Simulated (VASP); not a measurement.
# F (C2/c) in VASP: a series of runs

F is run at these levels: PBE+D3(BJ); tasks: single point.

Everything below comes from runs of VASP 6.6.1. Logs are shortened: lines on timing, memory, paths and dates and some standing lists are left out, and cuts for length are marked.

**1. The cell of the first run**

The structure is monoclinic, space group C2/c (No. 15). Conventional cell: a = 5.668 Å, b = 3.582 Å, c = 6.799 Å, α = 90.00°, β = 91.04°, γ = 90.00°. Within 1.9 Å of F (site symmetry 1) lie 1 F at 1.42 Å.

**2. Single point, PBE+D3(BJ)**

INCAR

```
  PREC = Accurate
  ENCUT = 520
  EDIFF = 1E-7
  ISMEAR = 0
  SIGMA = 0.05
  LREAL = F
  LASPH = T
  NELM = 100
  ALGO = Normal
  ISIF = 2
  LWAVE = F
  LCHARG = F
  GGA = PE
  IVDW = 12
  NBANDS = 22
```

KPOINTS

```
regular mesh
0
Gamma
  8 8 4
```

POSCAR

```
F
1.0
    2.8181532018     -1.7912036508      0.2974079766
    2.8181532018      1.7912036508      0.2974079766
   -0.8359919267      0.0000000000      6.7469186924
F
4
Direct
    0.9138648456      0.5855481450      0.0939279973
    0.4144518550      0.0861351544      0.4060720027
    0.0861351544      0.4144518550      0.9060720027
    0.5855481450      0.9138648456      0.5939279973
```

Potentials or basis: VASP PAW PBE potentials, release 64 (F).

On the command line:

```console
$ cat potpaw_PBE.64/F/POTCAR > POTCAR
$ mpirun -np 1 vasp_std > vasp.out
```

OUTCAR:

```text
PREC = Accurate
   ENCUT = 520
   EDIFF = 1E-7
   ISMEAR = 0
   LREAL = F
   LASPH = T
   NELM = 100
   ISIF = 2
   GGA = PE
   IVDW = 12
 IVDW          = 12

 ion  position               nearest neighbor table
   1  0.914  0.586  0.094-   3 1.42
   2  0.414  0.086  0.406-   4 1.42
   3  0.086  0.414  0.906-   1 1.42
   4  0.586  0.914  0.594-   2 1.42

  LATTYP: Found a base centered monoclinic cell.
 ALAT       =     5.6676058343
 B/A-ratio  =     0.6320847649
 C/A-ratio  =     1.1995389811
 COS(beta)  =    -0.0181341353

  Lattice vectors:

 A1 = (   2.8181532018,  -1.7912036508,   0.2974079766)
 A2 = (   2.8181532018,   1.7912036508,   0.2974079766)
 A3 = (  -0.8359919267,   0.0000000000,   6.7469186924)

Analysis of symmetry for initial positions (statically):
=====================================================================
 Subroutine PRICEL returns:
 Original cell was already a primitive cell.

 Routine SETGRP: Setting up the symmetry group for a
 base centered monoclinic supercell.

 Subroutine GETGRP returns: Found  4 space group operations
 (whereof  2 operations were pure point group operations)
 out of a pool of  4 trial point group operations.

The static configuration has the point symmetry S_2 .
 The point group associated with its full space group is C_2h.

Analysis of symmetry for dynamics (positions and initial velocities):
=====================================================================
 Subroutine PRICEL returns:
 Original cell was already a primitive cell.

 Routine SETGRP: Setting up the symmetry group for a
 base centered monoclinic supercell.

 Subroutine GETGRP returns: Found  4 space group operations
 (whereof  2 operations were pure point group operations)
 out of a pool of  4 trial point group operations.

The dynamic configuration has the point symmetry S_2 .
 The point group associated with its full space group is C_2h.

 Subroutine INISYM returns: Found  4 space group operations
 (whereof  2 operations are pure point group operations),
 and found     1 'primitive' translations

----------------------------------------------------------------------------------------

                                     Primitive cell

  volume of cell :      69.0061

  direct lattice vectors                    reciprocal lattice vectors
     2.818153202 -1.791203651  0.297407977     0.175131091 -0.279141905  0.021700006
     2.818153202  1.791203651  0.297407977     0.175131091  0.279141905  0.021700006
    -0.835991927  0.000000000  6.746918692    -0.015439754  0.000000000  0.146302710

  length of vectors
     3.352439335  3.352439335  6.798514128     0.330245352  0.330245352  0.147115156

  position of ions in fractional coordinates (direct lattice)
     0.913864846  0.585548145  0.093927997
     0.414451855  0.086135154  0.406072003
     0.086135154  0.414451855  0.906072003
     0.585548145  0.913864846  0.593927997

  ion indices of the primitive-cell ions
   primitive index   ion index
                 1           1
                 2           2
                 3           3
                 4           4

----------------------------------------------------------------------------------------

 KPOINTS: regular mesh

Automatic generation of k-mesh.
 Grid dimensions read from file:
 generate k-points for:    8    8    4

 Generating k-lattice:

  Cartesian coordinates                     Fractional coordinates (reciprocal lattice)
     0.021891386 -0.034892738  0.002712501     0.125000000  0.000000000  0.000000000
     0.021891386  0.034892738  0.002712501     0.000000000  0.125000000  0.000000000
    -0.003859939  0.000000000  0.036575678     0.000000000  0.000000000  0.250000000

  Length of vectors
     0.041280669  0.041280669  0.036778789

  Shift w.r.t. Gamma in fractional coordinates (k-lattice)
     0.000000000  0.000000000  0.000000000

 Subroutine IBZKPT returns following result:
 ===========================================

 Found     78 irreducible k-points:

 Following reciprocal coordinates:
            Coordinates               Weight
  0.000000  0.000000  0.000000      1.000000
  0.125000  0.000000  0.000000      4.000000
  0.250000  0.000000  0.000000      4.000000
  0.375000 -0.000000  0.000000      4.000000
  0.500000  0.000000  0.000000      2.000000
  0.125000  0.125000  0.000000      2.000000
[... 16 lines left out ...]
  0.125000  0.000000  0.250000      4.000000
  0.250000  0.000000  0.250000      4.000000
 [... further k-points ...]
   k-points           NKPTS =     78   k-points in BZ     NKDIM =     78   number of bands    NBANDS=     22
   number of dos      NEDOS =    301   number of ions     NIONS =      4
   total plane-waves  NPLWV =  42336
   dimension x,y,z NGX =    28 NGY =   28 NGZ =   54
   dimension x,y,z NGXF=    56 NGYF=   56 NGZF=  108
   ions per type =               4
   NGX,Y,Z   is equivalent  to a cutoff of  13.89, 13.89, 13.20 a.u.
   NGXF,Y,Z  is equivalent  to a cutoff of  27.77, 27.77, 26.41 a.u.
 SYSTEM =  unknown system
   PREC   = accura    normal or accurate (medium, high low for compatibility)
   ISTART =      0    job   : 0-new  1-cont  2-samecut
   ICHARG =      2    charge: 1-file 2-atom 10-const
   ISPIN  =      1    spin polarized calculation?
   LNONCOLLINEAR =      F non collinear calculations
   LSORBIT =      F    spin-orbit coupling
   LASPH  =      T    aspherical Exc in radial PAW
   ENCUT  =  520.0 eV  38.22 Ry    6.18 a.u.   6.23  6.23 12.64*2*pi/ulx,y,z
   NELM   =    100;   NELMIN=  2; NELMDL= -5     # of ELM steps
   EDIFF  = 0.1E-06   stopping-criterion for ELM
   LREAL  =      F    real-space projection
   EDIFFG = 0.1E-05   stopping-criterion for IOM
   NSW    =      0    number of steps for IOM
   IBRION =     -1    ionic relax: 0-MD 1-quasi-New 2-CG
   NFREE  =      0    steps in history (QN), initial steepest desc. (CG)
   ISIF   =      2    stress and relaxation
   ISYM   =      2    0-nonsym 1-usesym 2-fastsym
   POTIM  = 0.5000    time-step for ionic-motion
   TEBEG  =    0.0;   TEEND  =   0.0 temperature during run
   PSTRESS=    0.0 pullay stress
   NELECT =      28.0000    total number of electrons
   NUPDOWN=      -1.0000    fix difference up-down
   EMIN   =  10.00;   EMAX   =-10.00  energy-range for DOS
   EFERMI =   0.00;   METHOD = LEGACY
   ISMEAR =     0;   SIGMA  =   0.05  broadening in eV -4-tet -1-fermi 0-gaus
   EFERMI_NEDOS =   21; number of points for ismear=-14 and -15
   IALGO  =     38    algorithm
   IMIX   =      4    mixing-type and parameters
     AMIX     =   0.40;   BMIX     =  1.00
     AMIX_MAG =   1.60;   BMIX_MAG =  1.00
  volume/ion in A,a.u.               =      17.25       116.42
  Fermi-wavevector in a.u.,A,eV,Ry     =   1.211988  2.290326 19.985812  1.468916
  Thomas-Fermi vector in A             =   2.347487
   LORBIT       =      0    0 simple, 1 ext, 2 COOP (PROOUT), +10 PAW based schemes
   GGA     = PE    functional components
   LHFCALC =     F    Hartree Fock is set to
   AEXX    =    0.0000 exact exchange contribution
   IVDW    =    12    specifies the selected vdW correction
   LEPSILON=     F    determine dielectric tensor
   LRPA    =     F    only Hartree local field effects (RPA)
 non-spin polarized calculation
 Gauss-broadening in eV      SIGMA  =   0.05
  energy-cutoff  :      520.00
  volume of cell :       69.01
 maximum number of plane-waves:      1884
 NGX is ok and might be reduce to    28
   NGX = 13   NGY = 13   NGZ = 25

 number of electron      28.0000020 magnetization

 Free energy of the ion-electron system (eV)
  ---------------------------------------------------
  ext. energy  EPLUGINS =         0.00000000
  ---------------------------------------------------
  free energy    TOTEN  =        -7.31485887 eV

  energy without entropy =       -7.31485887  energy(sigma->0) =       -7.31485887

 E-fermi :  -5.2250     XC(G=0):  -7.2993

 val. band max:       -5.5686078372   @ k =   0.0000   0.0000   0.0000
 cond. band min:      -2.6139961394   @ k =   0.0000   0.0000   0.0000
 fundamental gap:      2.9546116978
 Fermi energy:        -5.2250203938

 k-point     1 :       0.0000    0.0000    0.0000
  band No.  band energies     occupation
      1     -30.3459      2.00000
      2     -30.2455      2.00000
      3     -24.1635      2.00000
      4     -23.8819      2.00000
      5     -11.9780      2.00000
      6     -11.3581      2.00000
[... 14 lines left out ...]
     21      14.5342      0.00000
     22      14.7339      0.00000

 k-point     2 :       0.1250    0.0000    0.0000
  band No.  band energies     occupation
      1     -30.3340      2.00000
      2     -30.2412      2.00000
      3     -24.1516      2.00000
      4     -23.8914      2.00000
      5     -11.9599      2.00000
      6     -11.3815      2.00000
[... 14 lines left out ...]
     21      13.4517      0.00000
     22      14.6781      0.00000

 k-point     3 :       0.2500    0.0000    0.0000
  band No.  band energies     occupation
      1     -30.3035      2.00000
      2     -30.2322      2.00000
      3     -24.1181      2.00000
      4     -23.9195      2.00000
      5     -11.9048      2.00000
      6     -11.4507      2.00000
[... 14 lines left out ...]
     21      12.8904      0.00000
     22      13.1141      0.00000
[... 476 lines left out ...]
 k-point    23 :       0.1250    0.0000    0.2500
  band No.  band energies     occupation
      1     -30.3206      2.00000
      2     -30.2553      2.00000
      3     -24.1136      2.00000
      4     -23.9301      2.00000
      5     -11.8801      2.00000
      6     -11.4725      2.00000
[... 14 lines left out ...]
     21      13.2877      0.00000
     22      14.4113      0.00000

 k-point    24 :       0.2500    0.0000    0.2500
  band No.  band energies     occupation
      1     -30.2931      2.00000
      2     -30.2431      2.00000
      3     -24.0888      2.00000
      4     -23.9494      2.00000
      5     -11.8373      2.00000
      6     -11.5163      2.00000
[... 14 lines left out ...]
     21      11.9738      0.00000
     22      12.6732      0.00000

 [... further k-points ...]

------------------------ aborting loop because EDIFF is reached ----------------------------------------

 Edisp (eV)   -0.10681

 E8    (eV) :    -0.0231

  FORCE on cell =-STRESS in cart. coord.  units (eV):
  Direction    XX          YY          ZZ          XY          YZ          ZX
  --------------------------------------------------------------------------------------
  -------------------------------------------------------------------------------------
  Total      -0.20301    -0.01287     0.62841     0.00000     0.00000    -0.10246
  in kB      -4.71345    -0.29885    14.59047     0.00000     0.00000    -2.37889
  external pressure =        3.19 kB  Pullay stress =        0.00 kB

 VOLUME and BASIS-vectors are now :
 -----------------------------------------------------------------------------
  energy-cutoff  :      520.00
  volume of cell :       69.01
      direct lattice vectors                 reciprocal lattice vectors
     2.818153202 -1.791203651  0.297407977     0.175131091 -0.279141905  0.021700006
     2.818153202  1.791203651  0.297407977     0.175131091  0.279141905  0.021700006
    -0.835991927  0.000000000  6.746918692    -0.015439754  0.000000000  0.146302710

 POSITION                                       TOTAL-FORCE (eV/Angst)
 -----------------------------------------------------------------------------------
      4.14705     -0.58808      1.07966        -0.039646      0.161140      0.331269
      1.07126     -0.58808      2.88861         0.039646      0.161140     -0.331269
      0.65326      0.58808      6.26207         0.039646     -0.161140     -0.331269
      3.72906      0.58808      4.45312        -0.039646     -0.161140      0.331269
 -----------------------------------------------------------------------------------
    total drift:                                0.000000      0.000000      0.000000

  FREE ENERGIE OF THE ION-ELECTRON SYSTEM (eV)
  ---------------------------------------------------
  free  energy   TOTEN  =        -7.4216693009 eV

  energy  without entropy=       -7.4216693009  energy(sigma->0) =       -7.42166930
```

Run time: 53 s. Hardware: 1 thread of AMD EPYC 9R45 (Zen 5), shared host; peak memory 0.21 GiB.

Results:

- Free energy: -7.4217 eV
- Pressure: 0.3 GPa
- Largest force: 0.371 eV/Å
- Band gap on the k mesh: 2.95 eV, direct
- Dispersion energy per atom: -0.027 eV

Forces on the atoms (eV/Å):
```
F   -0.040  0.161  0.331
F    0.040  0.161 -0.331
F    0.040 -0.161 -0.331
F   -0.040 -0.161  0.331
```

Levels at points of the mesh, in eV from the valence-band top:
```csv
k point,band 11,band 12,band 13,band 14,band 15,band 16,band 17,band 18
"(0.00, 0.00, 0.00)",-0.33,-0.07,-0.06,0.00,2.95,3.71,8.99,11.60
"(0.50, 0.00, 0.00)",-0.28,-0.27,-0.09,-0.07,3.42,3.42,13.08,13.09
"(0.50, 0.50, 0.00)",-0.51,-0.41,-0.08,-0.06,3.16,3.66,13.11,14.13
"(0.00, 0.00, 0.50)",-0.22,-0.22,-0.03,-0.03,3.31,3.31,9.89,9.89
"(0.50, 0.00, 0.50)",-0.25,-0.23,-0.06,-0.05,3.39,3.39,13.60,13.62
"(0.50, 0.50, 0.50)",-0.28,-0.28,-0.25,-0.25,3.41,3.41,13.65,13.65
```

A k mesh can miss the band edges. As with any semilocal functional, this PBE gap is likely too small.

**3. Single point, PBE+D3(BJ)**

INCAR

```
PREC = Accurate
ENCUT = 520
EDIFF = 1E-6
ISMEAR = 0
SIGMA = 0.02
LREAL = False
LASPH = True
NELM = 100
ALGO = Normal
ISIF = 2
LWAVE = False
LCHARG = True
GGA = PE
IVDW = 12
LELF = True
LVHAR = True
NBANDS = 22
```

KPOINTS

```
Automatic mesh
0
Gamma
  8 8 4
```

POSCAR is that of step 2.

Potentials or basis: VASP PAW PBE potentials, release 64 (F).

On the command line:

```console
$ cat potpaw_PBE.64/F/POTCAR > POTCAR
$ mpirun -np 1 vasp_std > vasp.out
```

It took 54 s on 1 thread of AMD EPYC 9R45 (Zen 5), shared host; peak memory 0.21 GiB.

It converged, with:

```yaml
Free_energy: -7.4217 eV
Pressure: 0.3 GPa
Largest_force: 0.370 eV/Å
Band_gap_on_the_k_mesh: 2.95 eV, direct
Dispersion_energy_per_atom: -0.027 eV
```

Forces in eV/Å, atoms in the order of the input:
```
F   -0.040  0.161  0.331
F    0.040  0.161 -0.331
F    0.040 -0.161 -0.331
F   -0.040 -0.161  0.331
```

Stress tensor (GPa, compression positive):
```
-0.47  0.00 -0.24
 0.00 -0.03  0.00
-0.24  0.00  1.46
```

Levels at points of the mesh, in eV from the valence-band top:
```tsv
k point	band 11	band 12	band 13	band 14	band 15	band 16	band 17	band 18
(0.00, 0.00, 0.00)	-0.33	-0.07	-0.06	0.00	2.95	3.71	8.99	11.60
(0.50, 0.00, 0.00)	-0.28	-0.27	-0.09	-0.07	3.42	3.42	13.08	13.09
(0.50, 0.50, 0.00)	-0.51	-0.41	-0.08	-0.06	3.16	3.66	13.11	14.13
(0.00, 0.00, 0.50)	-0.22	-0.22	-0.03	-0.03	3.31	3.31	9.89	9.89
(0.50, 0.00, 0.50)	-0.25	-0.23	-0.06	-0.05	3.39	3.39	13.60	13.62
(0.50, 0.50, 0.50)	-0.28	-0.28	-0.25	-0.25	3.41	3.41	13.65	13.65
```

A k mesh can miss the band edges. PBE gaps usually lie below the measured ones, often by a third to a half.
